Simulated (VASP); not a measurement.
# Au (Fm-3m) in VASP: single point with PBE

Aim: the single point of Au with PBE.

All numbers are computed with VASP 6.6.1; they aren't measurements. Logs are shortened: lines on timing, memory, paths and dates and some standing lists are left out, and cuts for length are marked.

### 1 The cell of the first run

It takes space group Fm-3m (No. 225, cubic). The conventional cell has a = 4.158 Å, b = 4.158 Å, c = 4.158 Å, α = 90.00°, β = 90.00°, γ = 90.00°. Within 3.9 Å of Au (site symmetry m-3m) lie 12 Au at 2.94 Å.

### 2 Single point, PBE

POSCAR

```
Au
1.0
    0.0000000000      2.0791276141      2.0791276141
    2.0791276141      0.0000000000      2.0791276141
    2.0791276141      2.0791276141      0.0000000000
Au
1
Direct
    0.0000000000      0.0000000000      0.0000000000
```

INCAR.step1

```
PREC = Accurate ; ENCUT = 520
EDIFF = 1E-6 ; ISMEAR = 0
SIGMA = 0.05 ; LREAL = F
LASPH = T ; NELM = 100
ALGO = Normal ; ISIF = 2
LWAVE = F ; LCHARG = T
LMAXMIX = 4 ; GGA = PE
NBANDS = 12
```

KPOINTS.step1

```
regular mesh
0
Gamma
  18 18 18
```

INCAR.step2

```
PREC = Accurate ; ENCUT = 520
EDIFF = 1E-6 ; ISMEAR = -5
SIGMA = 0.05 ; LREAL = F
LASPH = T ; NELM = 100
ALGO = Normal ; ISIF = 2
LWAVE = F ; LCHARG = F
LMAXMIX = 4 ; GGA = PE
LORBIT = 11 ; NEDOS = 1001
ICHARG = 11
```

KPOINTS.step2

```
regular mesh
0
Gamma
  27 27 27
```

Potentials or basis: VASP PAW PBE potentials, release 64 (Au).

Command:

```bash
$ cat potpaw_PBE.64/Au/POTCAR > POTCAR
$ cp INCAR.step1 INCAR
$ cp KPOINTS.step1 KPOINTS
$ mpirun -np 1 vasp_std > vasp.out
$ cp INCAR.step2 INCAR
$ cp KPOINTS.step2 KPOINTS
$ mpirun -np 1 vasp_std > vasp.out
```

OUTCAR:

```text
PREC = Accurate
   ENCUT = 520
   EDIFF = 1E-6
   ISMEAR = -5
   LREAL = F
   LASPH = T
   NELM = 100
   ISIF = 2
   GGA = PE
   LORBIT = 11
   ICHARG = 11

 ion  position               nearest neighbor table
   1  0.000  0.000  0.000-

  LATTYP: Found a face centered cubic cell.
 ALAT       =     4.1582552282

  Lattice vectors:

 A1 = (   0.0000000000,   2.0791276141,   2.0791276141)
 A2 = (   2.0791276141,   0.0000000000,   2.0791276141)
 A3 = (   2.0791276141,   2.0791276141,   0.0000000000)

Analysis of symmetry for initial positions (statically):
=====================================================================
 Subroutine PRICEL returns:
 Original cell was already a primitive cell.

 Routine SETGRP: Setting up the symmetry group for a
 face centered cubic supercell.

 Subroutine GETGRP returns: Found 48 space group operations
 (whereof 48 operations were pure point group operations)
 out of a pool of 48 trial point group operations.

The static configuration has the point symmetry O_h .

Analysis of symmetry for dynamics (positions and initial velocities):
=====================================================================
 Subroutine PRICEL returns:
 Original cell was already a primitive cell.

 Routine SETGRP: Setting up the symmetry group for a
 face centered cubic supercell.

 Subroutine GETGRP returns: Found 48 space group operations
 (whereof 48 operations were pure point group operations)
 out of a pool of 48 trial point group operations.

The dynamic configuration has the point symmetry O_h .

 Subroutine INISYM returns: Found 48 space group operations
 (whereof 48 operations are pure point group operations),
 and found     1 'primitive' translations

----------------------------------------------------------------------------------------

                                     Primitive cell

  volume of cell :      17.9752

  direct lattice vectors                    reciprocal lattice vectors
     0.000000000  2.079127614  2.079127614    -0.240485479  0.240485479  0.240485479
     2.079127614  0.000000000  2.079127614     0.240485479 -0.240485479  0.240485479
     2.079127614  2.079127614  0.000000000     0.240485479  0.240485479 -0.240485479

  length of vectors
     2.940330470  2.940330470  2.940330470     0.416533068  0.416533068  0.416533068

  position of ions in fractional coordinates (direct lattice)
     0.000000000  0.000000000  0.000000000

  ion indices of the primitive-cell ions
   primitive index   ion index
                 1           1

----------------------------------------------------------------------------------------

 KPOINTS: regular mesh

Automatic generation of k-mesh.
 Grid dimensions read from file:
 generate k-points for:   27   27   27

 Generating k-lattice:

  Cartesian coordinates                     Fractional coordinates (reciprocal lattice)
    -0.008906870  0.008906870  0.008906870     0.037037037  0.000000000  0.000000000
     0.008906870 -0.008906870  0.008906870     0.000000000  0.037037037  0.000000000
     0.008906870  0.008906870 -0.008906870     0.000000000  0.000000000  0.037037037

  Length of vectors
     0.015427151  0.015427151  0.015427151

  Shift w.r.t. Gamma in fractional coordinates (k-lattice)
     0.000000000  0.000000000  0.000000000

 TETIRR: Found   2653 inequivalent tetrahedra from   118098

 Subroutine IBZKPT returns following result:
 ===========================================

 Found    560 irreducible k-points:

 Following reciprocal coordinates:
            Coordinates               Weight
  0.000000  0.000000  0.000000      1.000000
  0.037037  0.000000  0.000000      8.000000
  0.074074  0.000000  0.000000      8.000000
  0.111111  0.000000  0.000000      8.000000
  0.148148  0.000000  0.000000      8.000000
  0.185185  0.000000  0.000000      8.000000
[... 16 lines left out ...]
  0.333333  0.037037  0.000000     24.000000
  0.370370  0.037037  0.000000     24.000000
 [... further k-points ...]
   k-points           NKPTS =    560   k-points in BZ     NKDIM =    560   number of bands    NBANDS=      9
   number of dos      NEDOS =   1001   number of ions     NIONS =      1
   total plane-waves  NPLWV =  13824
   dimension x,y,z NGX =    24 NGY =   24 NGZ =   24
   dimension x,y,z NGXF=    48 NGYF=   48 NGZF=   48
   ions per type =               1
   NGX,Y,Z   is equivalent  to a cutoff of  13.57, 13.57, 13.57 a.u.
   NGXF,Y,Z  is equivalent  to a cutoff of  27.14, 27.14, 27.14 a.u.
 SYSTEM =  unknown system
   PREC   = accura    normal or accurate (medium, high low for compatibility)
   ISTART =      0    job   : 0-new  1-cont  2-samecut
   ICHARG =     11    charge: 1-file 2-atom 10-const
   ISPIN  =      1    spin polarized calculation?
   LNONCOLLINEAR =      F non collinear calculations
   LSORBIT =      F    spin-orbit coupling
   LASPH  =      T    aspherical Exc in radial PAW
   ENCUT  =  520.0 eV  38.22 Ry    6.18 a.u.   5.47  5.47  5.47*2*pi/ulx,y,z
   NELM   =    100;   NELMIN=  2; NELMDL=  0     # of ELM steps
   EDIFF  = 0.1E-05   stopping-criterion for ELM
   LREAL  =      F    real-space projection
   EDIFFG = 0.1E-04   stopping-criterion for IOM
   NSW    =      0    number of steps for IOM
   IBRION =     -1    ionic relax: 0-MD 1-quasi-New 2-CG
   NFREE  =      0    steps in history (QN), initial steepest desc. (CG)
   ISIF   =      2    stress and relaxation
   ISYM   =      2    0-nonsym 1-usesym 2-fastsym
   POTIM  = 0.5000    time-step for ionic-motion
   TEBEG  =    0.0;   TEEND  =   0.0 temperature during run
   PSTRESS=    0.0 pullay stress
   NELECT =      11.0000    total number of electrons
   NUPDOWN=      -1.0000    fix difference up-down
   EMIN   =  10.00;   EMAX   =-10.00  energy-range for DOS
   EFERMI =   0.00;   METHOD = LEGACY
   ISMEAR =    -5;   SIGMA  =   0.05  broadening in eV -4-tet -1-fermi 0-gaus
   EFERMI_NEDOS =   21; number of points for ismear=-14 and -15
   IALGO  =     38    algorithm
   IMIX   =      4    mixing-type and parameters
     AMIX     =   0.40;   BMIX     =  1.00
     AMIX_MAG =   1.60;   BMIX_MAG =  1.00
  volume/ion in A,a.u.               =      17.98       121.30
  Fermi-wavevector in a.u.,A,eV,Ry     =   1.389893  2.626516 26.283755  1.931801
  Thomas-Fermi vector in A             =   2.513880
   LORBIT       =     11    0 simple, 1 ext, 2 COOP (PROOUT), +10 PAW based schemes
   GGA     = PE    functional components
   LHFCALC =     F    Hartree Fock is set to
   AEXX    =    0.0000 exact exchange contribution
   IVDW    =     0    specifies the selected vdW correction
   LEPSILON=     F    determine dielectric tensor
   LRPA    =     F    only Hartree local field effects (RPA)
 non-spin polarized calculation
 Fermi weights with tetrahedron method with Bloechl corrections
  energy-cutoff  :      520.00
  volume of cell :       17.98
 maximum number of plane-waves:       531
 NGX is ok and might be reduce to    24

 number of electron      11.0000001 magnetization

 Free energy of the ion-electron system (eV)
  ---------------------------------------------------
  ext. energy  EPLUGINS =         0.00000000
  ---------------------------------------------------
  free energy    TOTEN  =        -3.22043084 eV

  energy without entropy =       -3.22043084  energy(sigma->0) =       -3.22043084

 E-fermi :   8.6341     XC(G=0): -12.3991

 val. band max:        8.6423436301   @ k =  -0.4815   0.0741   0.0000
 cond. band min:       8.6334574955   @ k =  -0.2963   0.2222   0.0741
 fundamental gap:     -0.0088861346
 Fermi energy:         8.6340922049

 k-point     1 :       0.0000    0.0000    0.0000
  band No.  band energies     occupation
      1      -0.6944      2.00000
      2       4.1946      2.00000
      3       4.1946      2.00000
      4       4.1946      2.00000
      5       5.5726      2.00000
      6       5.5726      2.00000
      7      23.1917      0.00000
      8      26.8840      0.00000
      9      26.8840      0.00000

 k-point     2 :       0.0370    0.0000    0.0000
  band No.  band energies     occupation
      1      -0.6486      2.00000
      2       4.1803      2.00000
      3       4.2102      2.00000
      4       4.2102      2.00000
      5       5.5656      2.00000
      6       5.5656      2.00000
      7      23.2430      0.00000
      8      26.5408      0.00000
      9      26.9341      0.00000

 k-point     3 :       0.0741    0.0000    0.0000
  band No.  band energies     occupation
      1      -0.5124      2.00000
      2       4.1399      2.00000
      3       4.2544      2.00000
      4       4.2544      2.00000
      5       5.5474      2.00000
      6       5.5474      2.00000
      7      23.3807      0.00000
      8      25.7129      0.00000
      9      27.0798      0.00000

 k-point     4 :       0.1111    0.0000    0.0000
  band No.  band energies     occupation
      1      -0.2909      2.00000
      2       4.0826      2.00000
      3       4.3190      2.00000
      4       4.3190      2.00000
      5       5.5269      2.00000
      6       5.5269      2.00000
      7      23.5150      0.00000
      8      24.7153      0.00000
      9      27.3063      0.00000
[... 205 lines left out ...]
 k-point    22 :       0.2963    0.0370    0.0000
  band No.  band energies     occupation
      1       1.3681      2.00000
      2       4.2357      2.00000
      3       4.4211      2.00000
      4       4.4444      2.00000
      5       5.8110      2.00000
      6       6.0010      2.00000
      7      18.1248      0.00000
      8      23.9199      0.00000
      9      26.7266      0.00000

 k-point    23 :       0.3333    0.0370    0.0000
  band No.  band energies     occupation
      1       1.5982      2.00000
      2       4.3309      2.00000
      3       4.3890      2.00000
      4       4.6569      2.00000
      5       6.0445      2.00000
      6       6.1808      2.00000
      7      16.6722      0.00000
      8      23.5958      0.00000
      9      26.3251      0.00000

 k-point    24 :       0.3704    0.0370    0.0000
  band No.  band energies     occupation
      1       1.7259      2.00000
      2       4.2698      2.00000
      3       4.3283      2.00000
      4       5.2026      2.00000
      5       6.3197      2.00000
      6       6.3556      2.00000
      7      15.2504      0.00000
      8      23.2785      0.00000
      9      25.9085      0.00000

 [... further k-points ...]

------------------------ aborting loop because EDIFF is reached ----------------------------------------

  FORCE on cell =-STRESS in cart. coord.  units (eV):
  Direction    XX          YY          ZZ          XY          YZ          ZX
  --------------------------------------------------------------------------------------
  -------------------------------------------------------------------------------------
  Total       -0.0503293     -0.0503293     -0.0503293      0.0000000     -0.0000000     -0.0000000
  in kB       -4.4859870     -4.4859870     -4.4859870      0.0000000     -0.0000000     -0.0000000
  external PRESSURE =      -4.4859870 kB  Pullay stress =       0.0000000 kB

 VOLUME and BASIS-vectors are now :
 -----------------------------------------------------------------------------
  energy-cutoff  :      520.00
  volume of cell :       17.98
      direct lattice vectors                 reciprocal lattice vectors
     0.000000000  2.079127614  2.079127614    -0.240485479  0.240485479  0.240485479
     2.079127614  0.000000000  2.079127614     0.240485479 -0.240485479  0.240485479
     2.079127614  2.079127614  0.000000000     0.240485479  0.240485479 -0.240485479

 POSITION                                       TOTAL-FORCE (eV/Angst)
 -----------------------------------------------------------------------------------
      0.00000      0.00000      0.00000         0.000000     -0.000000     -0.000000
 -----------------------------------------------------------------------------------
    total drift:                               -0.000000     -0.000000     -0.000000

  FREE ENERGIE OF THE ION-ELECTRON SYSTEM (eV)
  ---------------------------------------------------
  free  energy   TOTEN  =        -3.2204308368 eV

  energy  without entropy=       -3.2204308368  energy(sigma->0) =       -3.22043084

 total charge

# of ion       s       p       d       tot
------------------------------------------
    1        0.522   0.316   8.759   9.598
```

It took 87 s on 1 thread of Intel Xeon 8259CL, shared host; peak memory 0.23 GiB.

Results:

| Quantity | Value |
| --- | --- |
| Valence electrons inside the program's atomic spheres | Au 9.60 |

Levels at points of the mesh, in eV from the Fermi level:
```tsv
k point	band 3	band 4	band 5	band 6	band 7	band 8	band 9
(0.00, 0.00, 0.00)	-4.44	-4.44	-3.06	-3.06	14.56	18.25	18.25
```

Caveat: spin-orbit coupling is left out, which moves the levels of the heavy elements; tetrahedron occupations give inexact forces and stress in metals.
